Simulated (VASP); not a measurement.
# PbS (Cmcm) in VASP: notebook

The runs below take PbS through single point, relaxation of cell and atoms, with PBEsol-based global hybrid with 25 % exact exchange, PBEsol, LDA, PBE.

Everything below comes from runs of VASP 6.6.1. Logs are shortened: lines on timing, memory, paths and dates and some standing lists are left out, and cuts for length are marked.

**1. The cell of the first run**

Symmetry: Cmcm, No. 63, orthorhombic system. The conventional cell has a = 4.085 Å, b = 11.698 Å, c = 4.229 Å, α = 90.00°, β = 90.00°, γ = 90.00°. Pb (site symmetry m2m) has 5 S at 2.66 to 2.94 Å within 3.5 Å. S (site symmetry m2m) has 5 Pb at 2.66 to 2.94 Å within 3.5 Å.

**2. Single point, PBEsol-based global hybrid with 25 % exact exchange**

File POSCAR:

```
PbS
1.0
    2.0423645965     -5.8490172086      0.0000000000
    2.0423645965      5.8490172086      0.0000000000
    0.0000000000      0.0000000000      4.2292849669
Pb S
2 2
Direct
    0.1293064371      0.8706935629      0.2500000000
    0.8706935629      0.1293064371      0.7500000000
    0.3568500497      0.6431499503      0.2500000000
    0.6431499503      0.3568500497      0.7500000000
```

File INCAR.step1:

```
SYSTEM = PbS
PREC = Accurate
ENCUT = 520
EDIFF = 1E-5
ISMEAR = -1
SIGMA = 0.05
LREAL = .False.
LASPH = .True.
NELM = 60
ALGO = Normal
ISIF = 2
LWAVE = .True.
LCHARG = .False.
GGA = PE
NBANDS = 28
KPAR = 4
```

File INCAR.step2:

```
SYSTEM = PbS
PREC = Accurate
ENCUT = 520
EDIFF = 1E-7
ISMEAR = -1
SIGMA = 0.05
LREAL = .False.
LASPH = .True.
NELM = 60
ALGO = Normal
ISIF = 2
LWAVE = .False.
LCHARG = .False.
GGA = PS
LHFCALC = .True.
AEXX = 0.25
PRECFOCK = Normal
ISTART = 1
NBANDS = 28
KPAR = 4
```

File KPOINTS:

```
regular mesh
0
Gamma
  4 4 3
  0 0 0
```

Potentials or basis: VASP PAW PBE potentials, release 64 (Pb_d, S).

On the command line:

```bash
$ cat potpaw_PBE.64/Pb_d/POTCAR potpaw_PBE.64/S/POTCAR > POTCAR
$ cp INCAR.step1 INCAR
$ mpirun -np 4 vasp_std > vasp.out
$ cp INCAR.step2 INCAR
$ mpirun -np 4 vasp_std > vasp.out
```

OUTCAR:

```text
SYSTEM = PbS
   PREC = Accurate
   ENCUT = 520
   EDIFF = 1E-7
   ISMEAR = -1
   LREAL = .False.
   LASPH = .True.
   NELM = 60
   ISIF = 2
   GGA = PS
   LHFCALC = .True.
   AEXX = 0.25
   PRECFOCK = Normal
   ISTART = 1

 ion  position               nearest neighbor table
   1  0.129  0.871  0.250-   3 2.66   4 2.94   4 2.94   4 2.94   4 2.94   2 3.69   2 3.69   2 4.08
                             2 4.08   2 4.08   2 4.08
   2  0.871  0.129  0.750-   4 2.66   3 2.94   3 2.94   3 2.94   3 2.94   1 3.69   1 3.69   1 4.08
                             1 4.08   1 4.08   1 4.08
   3  0.357  0.643  0.250-   1 2.66   2 2.94   2 2.94   2 2.94   2 2.94
   4  0.643  0.357  0.750-   2 2.66   1 2.94   1 2.94   1 2.94   1 2.94

  LATTYP: Found a base centered orthorhombic cell.
 ALAT       =     4.0847291930
 B/A-ratio  =     2.8638457691
 C/A-ratio  =     1.0353893164

  Lattice vectors:

 A1 = (   2.0423645965,  -5.8490172086,   0.0000000000)
 A2 = (   2.0423645965,   5.8490172086,   0.0000000000)
 A3 = (   0.0000000000,   0.0000000000,   4.2292849669)

Analysis of symmetry for initial positions (statically):
=====================================================================
 Subroutine PRICEL returns:
 Original cell was already a primitive cell.

 Routine SETGRP: Setting up the symmetry group for a
 base centered orthorhombic supercell.

 Subroutine GETGRP returns: Found  8 space group operations
 (whereof  4 operations were pure point group operations)
 out of a pool of  8 trial point group operations.

The static configuration has the point symmetry C_2h.
 The point group associated with its full space group is D_2h.

Analysis of symmetry for dynamics (positions and initial velocities):
=====================================================================
 Subroutine PRICEL returns:
 Original cell was already a primitive cell.

 Routine SETGRP: Setting up the symmetry group for a
 base centered orthorhombic supercell.

 Subroutine GETGRP returns: Found  8 space group operations
 (whereof  4 operations were pure point group operations)
 out of a pool of  8 trial point group operations.

The dynamic configuration has the point symmetry C_2h.
 The point group associated with its full space group is D_2h.

 Subroutine INISYM returns: Found  8 space group operations
 (whereof  4 operations are pure point group operations),
 and found     1 'primitive' translations

----------------------------------------------------------------------------------------

                                     Primitive cell

  volume of cell :     101.0446

  direct lattice vectors                    reciprocal lattice vectors
     2.042364597 -5.849017209  0.000000000     0.244814271 -0.085484447  0.000000000
     2.042364597  5.849017209  0.000000000     0.244814271  0.085484447  0.000000000
     0.000000000  0.000000000  4.229284967     0.000000000  0.000000000  0.236446588

  length of vectors
     6.195341431  6.195341431  4.229284967     0.259309888  0.259309888  0.236446588

  position of ions in fractional coordinates (direct lattice)
     0.129306437  0.870693563  0.250000000
     0.870693563  0.129306437  0.750000000
     0.356850050  0.643149950  0.250000000
     0.643149950  0.356850050  0.750000000

  ion indices of the primitive-cell ions
   primitive index   ion index
                 1           1
                 2           2
                 3           3
                 4           4

----------------------------------------------------------------------------------------

 KPOINTS: regular mesh

Automatic generation of k-mesh.
 Grid dimensions read from file:
 generate k-points for:    4    4    3

 Generating k-lattice:

  Cartesian coordinates                     Fractional coordinates (reciprocal lattice)
     0.061203568 -0.021371112  0.000000000     0.250000000 -0.000000000  0.000000000
     0.061203568  0.021371112  0.000000000    -0.000000000  0.250000000  0.000000000
     0.000000000  0.000000000  0.078815529     0.000000000  0.000000000  0.333333333

  Length of vectors
     0.064827472  0.064827472  0.078815529

  Shift w.r.t. Gamma in fractional coordinates (k-lattice)
     0.000000000  0.000000000  0.000000000

 Subroutine IBZKPT returns following result:
 ===========================================

 Found     14 irreducible k-points:

 Following reciprocal coordinates:
            Coordinates               Weight
  0.000000  0.000000  0.000000      1.000000
  0.250000  0.000000  0.000000      4.000000
  0.500000  0.000000  0.000000      2.000000
  0.250000  0.250000  0.000000      2.000000
  0.500000  0.250000  0.000000      4.000000
 -0.250000  0.250000  0.000000      2.000000
  0.500000  0.500000  0.000000      1.000000
  0.000000  0.000000  0.333333      2.000000
  0.250000  0.000000  0.333333      8.000000
  0.500000  0.000000  0.333333      4.000000
  0.250000  0.250000  0.333333      4.000000
  0.500000  0.250000  0.333333      8.000000
 -0.250000  0.250000  0.333333      4.000000
  0.500000  0.500000  0.333333      2.000000
   k-points           NKPTS =     14   k-points in BZ     NKDIM =     48   number of bands    NBANDS=     28
   number of dos      NEDOS =    301   number of ions     NIONS =      4
   total plane-waves  NPLWV =  73728
   dimension x,y,z NGX =    48 NGY =   48 NGZ =   32
   dimension x,y,z NGXF=    96 NGYF=   96 NGZF=   64
   ions per type =               2   2
   NGX,Y,Z   is equivalent  to a cutoff of  12.88, 12.88, 12.58 a.u.
   NGXF,Y,Z  is equivalent  to a cutoff of  25.76, 25.76, 25.16 a.u.
 SYSTEM =  PbS
   PREC   = accura    normal or accurate (medium, high low for compatibility)
   ISTART =      1    job   : 0-new  1-cont  2-samecut
   ICHARG =      0    charge: 1-file 2-atom 10-const
   ISPIN  =      1    spin polarized calculation?
   LNONCOLLINEAR =      F non collinear calculations
   LSORBIT =      F    spin-orbit coupling
   LASPH  =      T    aspherical Exc in radial PAW
   ENCUT  =  520.0 eV  38.22 Ry    6.18 a.u.  11.52 11.52  7.86*2*pi/ulx,y,z
   NELM   =     60;   NELMIN=  2; NELMDL=  0     # of ELM steps
   EDIFF  = 0.1E-06   stopping-criterion for ELM
   LREAL  =      F    real-space projection
   EDIFFG = 0.1E-05   stopping-criterion for IOM
   NSW    =      0    number of steps for IOM
   IBRION =     -1    ionic relax: 0-MD 1-quasi-New 2-CG
   NFREE  =      0    steps in history (QN), initial steepest desc. (CG)
   ISIF   =      2    stress and relaxation
   ISYM   =      3    0-nonsym 1-usesym 2-fastsym
   POTIM  = 0.5000    time-step for ionic-motion
   TEBEG  =    0.0;   TEEND  =   0.0 temperature during run
   PSTRESS=    0.0 pullay stress
   NELECT =      40.0000    total number of electrons
   NUPDOWN=      -1.0000    fix difference up-down
   EMIN   =  10.00;   EMAX   =-10.00  energy-range for DOS
   EFERMI =   0.00;   METHOD = LEGACY
   ISMEAR =    -1;   SIGMA  =   0.05  broadening in eV -4-tet -1-fermi 0-gaus
   EFERMI_NEDOS =   21; number of points for ismear=-14 and -15
   IALGO  =     38    algorithm
   IMIX   =      1    mixing-type and parameters
     AMIX     =   0.40;   BMIX     =  1.00
     AMIX_MAG =   1.60;   BMIX_MAG =  1.00
  volume/ion in A,a.u.               =      25.26       170.47
  Fermi-wavevector in a.u.,A,eV,Ry     =   1.202053  2.271552 19.659501  1.444933
  Thomas-Fermi vector in A             =   2.337845
   LORBIT       =      0    0 simple, 1 ext, 2 COOP (PROOUT), +10 PAW based schemes
   GGA     = PS    functional components
   LHFCALC =     T    Hartree Fock is set to
   PRECFOCK=normal    Normal, Fast or Accurate (Low or Medium for compatibility)
   ENCUT4O =  -1.0   cutoff for four orbital integrals eV
   NKREDX  =     1    reduce k-point grid by
   NKREDY  =     1    reduce k-point grid by
   NKREDZ  =     1    reduce k-point grid by
   AEXX    =    0.2500 exact exchange contribution
   HFSCREEN=    0.0000 screening length (either q_TF or 0.3 A-1)
   HFSCREENC=   0.0000 screening length for correlation (either q_TF or 0.3 A-1)
   ENCUTFOCK=  -1.0 apply spherical cutoff to Coloumb kernel
   IVDW    =     0    specifies the selected vdW correction
   LEPSILON=     F    determine dielectric tensor
   LRPA    =     F    only Hartree local field effects (RPA)
 non-spin polarized calculation
  energy-cutoff  :      520.00
  volume of cell :      101.04
 maximum number of plane-waves:      2740
 NGX is ok and might be reduce to    48
  NGX = 36; NGY = 36; NGZ = 24

 number of electron      40.0000002 magnetization

 Free energy of the ion-electron system (eV)
  ---------------------------------------------------
  ext. energy  EPLUGINS =         0.00000000
  ---------------------------------------------------
  free energy    TOTEN  =       -23.82696704 eV

  energy without entropy =      -23.82696704  energy(sigma->0) =      -23.82696704

 E-fermi :   5.8151     XC(G=0):  -7.9342

 val. band max:        4.7651689525   @ k =   0.5000   0.5000   0.3333
 cond. band min:       6.9701716950   @ k =   0.5000   0.5000   0.0000
 fundamental gap:      2.2050027424
 Fermi energy:         5.8151402655

 k-point     1 :       0.0000    0.0000    0.0000
  band No.  band energies     occupation
      1     -13.4775      2.00000
      2     -13.3222      2.00000
      3     -13.3112      2.00000
      4     -13.3024      2.00000
      5     -13.2706      2.00000
      6     -13.2660      2.00000
[... 20 lines left out ...]
     27      12.5770      0.00000
     28      13.2497      0.00000

 k-point     2 :       0.2500    0.0000    0.0000
  band No.  band energies     occupation
      1     -13.4300      2.00000
      2     -13.3122      2.00000
      3     -13.3113      2.00000
      4     -13.2958      2.00000
      5     -13.2725      2.00000
      6     -13.2706      2.00000
[... 20 lines left out ...]
     27      13.2364      0.00000
     28      13.9855      0.00000

 k-point     3 :       0.5000    0.0000    0.0000
  band No.  band energies     occupation
      1     -13.3573      2.00000
      2     -13.3405      2.00000
      3     -13.3237      2.00000
      4     -13.3210      2.00000
      5     -13.2716      2.00000
      6     -13.2653      2.00000
[... 306 lines left out ...]
      3     -13.3064      2.00000
      4     -13.2941      2.00000
      5     -13.2849      2.00000
      6     -13.2650      2.00000
[... 20 lines left out ...]
     27      13.7623      0.00000
     28      15.0597      0.00000

 k-point    14 :       0.5000    0.5000    0.3333
  band No.  band energies     occupation
      1     -13.4074      2.00000
      2     -13.3391      2.00000
      3     -13.3014      2.00000
      4     -13.2861      2.00000
      5     -13.2736      2.00000
      6     -13.2660      2.00000
[... 20 lines left out ...]
     27      14.0150      0.00000
     28      14.5314      0.00000

------------------------ aborting loop because EDIFF is reached ----------------------------------------

  FORCE on cell =-STRESS in cart. coord.  units (eV):
  Direction    XX          YY          ZZ          XY          YZ          ZX
  --------------------------------------------------------------------------------------
  -------------------------------------------------------------------------------------
  Total       -0.1345580     -0.1085706     -0.0985341      0.0000000      0.0000000      0.0000000
  in kB       -2.1335699     -1.7215107     -1.5623702      0.0000000      0.0000000      0.0000000
  external PRESSURE =      -1.8058169 kB  Pullay stress =       0.0000000 kB

 VOLUME and BASIS-vectors are now :
 -----------------------------------------------------------------------------
  energy-cutoff  :      520.00
  volume of cell :      101.04
      direct lattice vectors                 reciprocal lattice vectors
     2.042364597 -5.849017209  0.000000000     0.244814271 -0.085484447  0.000000000
     2.042364597  5.849017209  0.000000000     0.244814271  0.085484447  0.000000000
     0.000000000  0.000000000  4.229284967     0.000000000  0.000000000  0.236446588

 POSITION                                       TOTAL-FORCE (eV/Angst)
 -----------------------------------------------------------------------------------
      2.04236      4.33639      1.05732         0.000000      0.002131      0.000000
      2.04236     -4.33639      3.17196         0.000000     -0.002131      0.000000
      2.04236      1.67457      1.05732         0.000000     -0.010437      0.000000
      2.04236     -1.67457      3.17196         0.000000      0.010437     -0.000000
 -----------------------------------------------------------------------------------
    total drift:                               -0.000000      0.000000     -0.000000

  FREE ENERGIE OF THE ION-ELECTRON SYSTEM (eV)
  ---------------------------------------------------
  free  energy   TOTEN  =       -23.8269670395 eV

  energy  without entropy=      -23.8269670394  energy(sigma->0) =      -23.82696704
```

Run time: 32 min. Hardware: 4 MPI ranks of AMD EPYC 7R43 (Zen 3), shared host; peak memory 0.27 GiB.

What came out:

* Free energy: -23.8270 eV
* Pressure: -0.2 GPa
* Largest force: 0.010 eV/Å
* Band gap on the k mesh: 2.21 eV (least direct gap 2.44 eV)

Forces in eV/Å, atoms in the order of the input:
```
Pb   0.000  0.002  0.000
Pb   0.000 -0.002  0.000
S    0.000 -0.010  0.000
S    0.000  0.010  0.000
```

Caveat: the k points lie up to 0.50 Å⁻¹ apart; the PAW data sets were made with another functional, which shifts forces and pressure a little; spin-orbit coupling is left out, which moves the levels of the heavy elements; an odd mesh through Γ misses points on the zone boundary, where band edges can lie.

[end of part 1 of 3]
